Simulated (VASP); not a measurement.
# AgCl in VASP: a series of runs, part 2 of 3

VASP 6.6.1. Earlier steps stand in the parts before.

**4. Electric field gradients, PBE (21.46 Å³/atom)**

This run uses another cell than the first one, of 21.46 Å³/atom.

File INCAR:

```
SYSTEM = AgCl
ALGO = Normal
EDIFF = 1E-8
ENCUT = 520
GGA = PE
ISIF = 2
ISMEAR = -1
LASPH = .True.
LCHARG = .False.
LEFG = .True.
LREAL = .False.
LWAVE = .False.
NBANDS = 16
NELM = 80
PREC = Accurate
SIGMA = 0.01
```

File KPOINTS:

```
k-points
0
Gamma
  9 9 9
  0 0 0
```

File POSCAR:

```
AgCl
1.0
    3.5013229026      0.0000000000      0.0000000000
    0.0000000000      3.5013229026      0.0000000000
    0.0000000000      0.0000000000      3.5013229026
Ag Cl
1 1
Direct
    0.0000000000      0.0000000000      0.0000000000
    0.5000000000      0.5000000000      0.5000000000
```

Potentials or basis: VASP PAW PBE potentials, release 64 (Ag, Cl).

Command:

```
cat potpaw_PBE.64/Ag/POTCAR potpaw_PBE.64/Cl/POTCAR > POTCAR
mpirun -np 1 vasp_std > vasp.out
```

OUTCAR:

```text
SYSTEM = AgCl
   EDIFF = 1E-8
   ENCUT = 520
   GGA = PE
   ISIF = 2
   ISMEAR = -1
   LASPH = .True.
   LREAL = .False.
   NELM = 80
   PREC = Accurate

 ion  position               nearest neighbor table
   1  0.000  0.000  0.000-   2 3.03   2 3.03   2 3.03   2 3.03   2 3.03   2 3.03   2 3.03   2 3.03

   2  0.500  0.500  0.500-   1 3.03   1 3.03   1 3.03   1 3.03   1 3.03   1 3.03   1 3.03   1 3.03

  LATTYP: Found a simple cubic cell.
 ALAT       =     3.5013229026

  Lattice vectors:

 A1 = (   3.5013229026,   0.0000000000,   0.0000000000)
 A2 = (   0.0000000000,   3.5013229026,   0.0000000000)
 A3 = (   0.0000000000,   0.0000000000,   3.5013229026)

Analysis of symmetry for initial positions (statically):
=====================================================================
 Subroutine PRICEL returns:
 Original cell was already a primitive cell.

 Routine SETGRP: Setting up the symmetry group for a
 simple cubic supercell.

 Subroutine GETGRP returns: Found 48 space group operations
 (whereof 48 operations were pure point group operations)
 out of a pool of 48 trial point group operations.

The static configuration has the point symmetry O_h .

Analysis of symmetry for dynamics (positions and initial velocities):
=====================================================================
 Subroutine PRICEL returns:
 Original cell was already a primitive cell.

 Routine SETGRP: Setting up the symmetry group for a
 simple cubic supercell.

 Subroutine GETGRP returns: Found 48 space group operations
 (whereof 48 operations were pure point group operations)
 out of a pool of 48 trial point group operations.

The dynamic configuration has the point symmetry O_h .

 Subroutine INISYM returns: Found 48 space group operations
 (whereof 48 operations are pure point group operations),
 and found     1 'primitive' translations

----------------------------------------------------------------------------------------

                                     Primitive cell

  volume of cell :      42.9236

  direct lattice vectors                    reciprocal lattice vectors
     3.501322903  0.000000000  0.000000000     0.285606334  0.000000000  0.000000000
     0.000000000  3.501322903  0.000000000     0.000000000  0.285606334  0.000000000
     0.000000000  0.000000000  3.501322903     0.000000000  0.000000000  0.285606334

  length of vectors
     3.501322903  3.501322903  3.501322903     0.285606334  0.285606334  0.285606334

  position of ions in fractional coordinates (direct lattice)
     0.000000000  0.000000000  0.000000000
     0.500000000  0.500000000  0.500000000

  ion indices of the primitive-cell ions
   primitive index   ion index
                 1           1
                 2           2

----------------------------------------------------------------------------------------

 KPOINTS: k-points

Automatic generation of k-mesh.
 Grid dimensions read from file:
 generate k-points for:    9    9    9
[... 66 lines left out ...]
   EDIFFG = 0.1E-06   stopping-criterion for IOM
   NSW    =      0    number of steps for IOM
   IBRION =     -1    ionic relax: 0-MD 1-quasi-New 2-CG
   NFREE  =      0    steps in history (QN), initial steepest desc. (CG)
   ISIF   =      2    stress and relaxation
   ISYM   =      2    0-nonsym 1-usesym 2-fastsym
   POTIM  = 0.5000    time-step for ionic-motion
   TEBEG  =    0.0;   TEEND  =   0.0 temperature during run
   PSTRESS=    0.0 pullay stress
   NELECT =      18.0000    total number of electrons
   NUPDOWN=      -1.0000    fix difference up-down
   EMIN   =  10.00;   EMAX   =-10.00  energy-range for DOS
   EFERMI =   0.00;   METHOD = LEGACY
   ISMEAR =    -1;   SIGMA  =   0.01  broadening in eV -4-tet -1-fermi 0-gaus
   EFERMI_NEDOS =   21; number of points for ismear=-14 and -15
   IALGO  =     38    algorithm
   IMIX   =      4    mixing-type and parameters
     AMIX     =   0.40;   BMIX     =  1.00
     AMIX_MAG =   1.60;   BMIX_MAG =  1.00
  volume/ion in A,a.u.               =      21.46       144.83
  Fermi-wavevector in a.u.,A,eV,Ry     =   1.225369  2.315611 20.429540  1.501529
  Thomas-Fermi vector in A             =   2.360409
   LORBIT       =      0    0 simple, 1 ext, 2 COOP (PROOUT), +10 PAW based schemes
   GGA     = PE    functional components
   LHFCALC =     F    Hartree Fock is set to
   AEXX    =    0.0000 exact exchange contribution
   IVDW    =     0    specifies the selected vdW correction
   LEPSILON=     F    determine dielectric tensor
   LRPA    =     F    only Hartree local field effects (RPA)
 non-spin polarized calculation
  energy-cutoff  :      520.00
  volume of cell :       42.92
 maximum number of plane-waves:      1189
 NGX is ok and might be reduce to    28
   NGX = 13   NGY = 13   NGZ = 13

 number of electron      18.0000000 magnetization

 Free energy of the ion-electron system (eV)
  ---------------------------------------------------
  ext. energy  EPLUGINS =         0.00000000
  ---------------------------------------------------
  free energy    TOTEN  =        -5.10091391 eV

  energy without entropy =       -5.10091391  energy(sigma->0) =       -5.10091391

 E-fermi :   3.3910     XC(G=0): -10.0770

 val. band max:        3.1599541602   @ k =   0.4444   0.0000   0.0000
 cond. band min:       3.7553286452   @ k =   0.0000   0.0000   0.0000
 fundamental gap:      0.5953744849
 Fermi energy:         3.3910105370

 k-point     1 :       0.0000    0.0000    0.0000
  band No.  band energies     occupation
      1     -11.0380      2.00000
      2       0.6911      2.00000
      3       0.6911      2.00000
      4       1.5172      2.00000
      5       1.5172      2.00000
      6       1.5172      2.00000
[... 433 lines left out ...]
      3       0.0300      2.00000
      4       1.0083      2.00000
      5       1.1768      2.00000
      6       1.2779      2.00000
[... 8 lines left out ...]
     15      17.1050      0.00000
     16      18.7744      0.00000

 [... further k-points ...]
[... 5 lines left out ...]
  --------------------------------------------------------------------------------------
  -------------------------------------------------------------------------------------
  Total       -0.6847653     -0.6847653     -0.6847653      0.0000000      0.0000000      0.0000000
  in kB      -25.5597041    -25.5597041    -25.5597041      0.0000000      0.0000000      0.0000000
  external PRESSURE =     -25.5597041 kB  Pullay stress =       0.0000000 kB

 VOLUME and BASIS-vectors are now :
 -----------------------------------------------------------------------------
  energy-cutoff  :      520.00
  volume of cell :       42.92
      direct lattice vectors                 reciprocal lattice vectors
     3.501322903  0.000000000  0.000000000     0.285606334  0.000000000  0.000000000
     0.000000000  3.501322903  0.000000000     0.000000000  0.285606334  0.000000000
     0.000000000  0.000000000  3.501322903     0.000000000  0.000000000  0.285606334

 POSITION                                       TOTAL-FORCE (eV/Angst)
 -----------------------------------------------------------------------------------
      0.00000      0.00000      0.00000         0.000000      0.000000      0.000000
      1.75066      1.75066      1.75066         0.000000      0.000000      0.000000
 -----------------------------------------------------------------------------------
    total drift:                               -0.000000      0.000000      0.000000

  FREE ENERGIE OF THE ION-ELECTRON SYSTEM (eV)
  ---------------------------------------------------
  free  energy   TOTEN  =        -5.1009139142 eV

  energy  without entropy=       -5.1009139142  energy(sigma->0) =       -5.10091391

 Electric field gradients (V/A^2)
---------------------------------------------------------------------
 ion       V_xx      V_yy      V_zz      V_xy      V_xz      V_yz
---------------------------------------------------------------------
   1       0.000    -0.000     0.000    -0.000    -0.000    -0.000
   2      -0.000    -0.000    -0.000    -0.000     0.000    -0.000
---------------------------------------------------------------------

 Electric field gradients after diagonalization (V/A^2)
 (convention: |V_zz| > |V_xx| > |V_yy|)
----------------------------------------------------------------------
 ion       V_xx      V_yy      V_zz     asymmetry (V_yy - V_xx)/ V_zz
----------------------------------------------------------------------
   1       0.000    -0.000     0.000      -1.025
   2      -0.000    -0.000    -0.000      -0.011
----------------------------------------------------------------------

           NMR quadrupolar parameters

 Cq : quadrupolar parameter    Cq=e*Q*V_zz/h
 eta: asymmetry parameters     (V_yy - V_xx)/ V_zz
 Q  : nuclear electric quadrupole moment in mb (millibarn)
----------------------------------------------------------------------
 ion       Cq(MHz)       eta       Q (mb)
----------------------------------------------------------------------
   1       0.000      -1.025       1.000
   2      -0.000      -0.011       1.000
----------------------------------------------------------------------
```

It took 41 s on 1 thread of Intel Xeon 8259CL, shared host; peak memory 0.17 GiB.

What came out:

* Free energy: -5.1009 eV
* Pressure: -2.6 GPa
* Band gap on the k mesh: 0.60 eV (least direct gap 1.89 eV)
* Largest electric field gradient by atom: under 0.05 V/Å² on every atom

Caveat: semilocal functionals underestimate gaps, and a narrow one can read as zero; an odd mesh through Γ misses points on the zone boundary, where band edges can lie.

**5. Electric field gradients, PBE (equal xx and yy strain of +1 %)**

File INCAR:

```
PREC = Accurate
ENCUT = 520
EDIFF = 1E-8
ISMEAR = -1
SIGMA = 0.01
LREAL = False
LASPH = True
NELM = 100
ALGO = Normal
ISIF = 2
LWAVE = False
LCHARG = False
GGA = PE
LEFG = True
NBANDS = 16
```

File KPOINTS:

```
regular mesh
0
Gamma
  9 9 9
```

File POSCAR:

```
AgCl
1.0
    3.4683127300      0.0000000000      0.0000000000
    0.0000000000      3.4683127300      0.0000000000
    0.0000000000      0.0000000000      3.4339730000
Ag Cl
1 1
Direct
    0.0000000000      0.0000000000      0.0000000000
    0.5000000000      0.5000000000      0.5000000000
```

Potentials or basis: VASP PAW PBE potentials, release 64 (Ag, Cl).

Command:

```
cat potpaw_PBE.64/Ag/POTCAR potpaw_PBE.64/Cl/POTCAR > POTCAR
mpirun -np 1 vasp_std > vasp.out
```

OUTCAR:

```text
PREC = Accurate
   ENCUT = 520
   EDIFF = 1E-8
   ISMEAR = -1
   LREAL = False
   LASPH = True
   NELM = 100
   ISIF = 2
   GGA = PE

 ion  position               nearest neighbor table
   1  0.000  0.000  0.000-   2 2.99   2 2.99   2 2.99   2 2.99   2 2.99   2 2.99   2 2.99   2 2.99

   2  0.500  0.500  0.500-   1 2.99   1 2.99   1 2.99   1 2.99   1 2.99   1 2.99   1 2.99   1 2.99

  LATTYP: Found a simple tetragonal cell.
 ALAT       =     3.4683127300
 C/A-ratio  =     0.9900990099

  Lattice vectors:

 A1 = (   3.4683127300,   0.0000000000,   0.0000000000)
 A2 = (   0.0000000000,   3.4683127300,   0.0000000000)
 A3 = (   0.0000000000,   0.0000000000,   3.4339730000)

Analysis of symmetry for initial positions (statically):
=====================================================================
 Subroutine PRICEL returns:
 Original cell was already a primitive cell.

[... 647 lines left out ...]
  volume of cell :       41.31
      direct lattice vectors                 reciprocal lattice vectors
     3.468312730  0.000000000  0.000000000     0.288324634  0.000000000  0.000000000
     0.000000000  3.468312730  0.000000000     0.000000000  0.288324634  0.000000000
     0.000000000  0.000000000  3.433973000     0.000000000  0.000000000  0.291207881

 POSITION                                       TOTAL-FORCE (eV/Angst)
 -----------------------------------------------------------------------------------
      0.00000      0.00000      0.00000         0.000000      0.000000      0.000000
      1.73416      1.73416      1.71699         0.000000      0.000000      0.000000
 -----------------------------------------------------------------------------------
    total drift:                               -0.000000      0.000000      0.000000

  FREE ENERGIE OF THE ION-ELECTRON SYSTEM (eV)
  ---------------------------------------------------
  free  energy   TOTEN  =        -5.1186630010 eV

  energy  without entropy=       -5.1186630010  energy(sigma->0) =       -5.11866300

 Electric field gradients (V/A^2)
---------------------------------------------------------------------
 ion       V_xx      V_yy      V_zz      V_xy      V_xz      V_yz
---------------------------------------------------------------------
   1      -0.481    -0.481     0.963     0.000     0.000    -0.000
   2       2.263     2.263    -4.526     0.000     0.000     0.000
---------------------------------------------------------------------

 Electric field gradients after diagonalization (V/A^2)
 (convention: |V_zz| > |V_xx| > |V_yy|)
----------------------------------------------------------------------
 ion       V_xx      V_yy      V_zz     asymmetry (V_yy - V_xx)/ V_zz
----------------------------------------------------------------------
   1      -0.481    -0.481     0.963       0.000
   2       2.263     2.263    -4.526       0.000
----------------------------------------------------------------------

           NMR quadrupolar parameters

 Cq : quadrupolar parameter    Cq=e*Q*V_zz/h
 eta: asymmetry parameters     (V_yy - V_xx)/ V_zz
 Q  : nuclear electric quadrupole moment in mb (millibarn)
----------------------------------------------------------------------
 ion       Cq(MHz)       eta       Q (mb)
----------------------------------------------------------------------
   1       0.002       0.000       1.000
   2      -0.011       0.000       1.000
----------------------------------------------------------------------
```

Run time: 32 s. Hardware: 1 thread of Intel Xeon Platinum 8488C (Sapphire Rapids), shared host; peak memory 0.18 GiB.

Results:

| Property | Result |
| --- | --- |
| Free energy | -5.1187 eV |
| Pressure | -1.1 GPa |
| Band gap on the k mesh | 0.59 eV (least direct gap 1.95 eV) |
| Largest electric field gradient by atom | Ag +1.0; Cl -4.5 V/Å² |

Electric field gradients, principal values (V/Å²):
```
atom   least  middle  greatest (by size)
1 Ag  -0.481  -0.481               0.963
2 Cl   2.263   2.263              -4.526
```

Caveat: the cell differs from its parent crystal (equal xx and yy strain of +1 %); semilocal functionals underestimate gaps, and a narrow one can read as zero; without QUAD_EFG the Cq values of the log hold for a quadrupole moment of 1 mb, not for the nuclei.

[end of part 2 of 3]
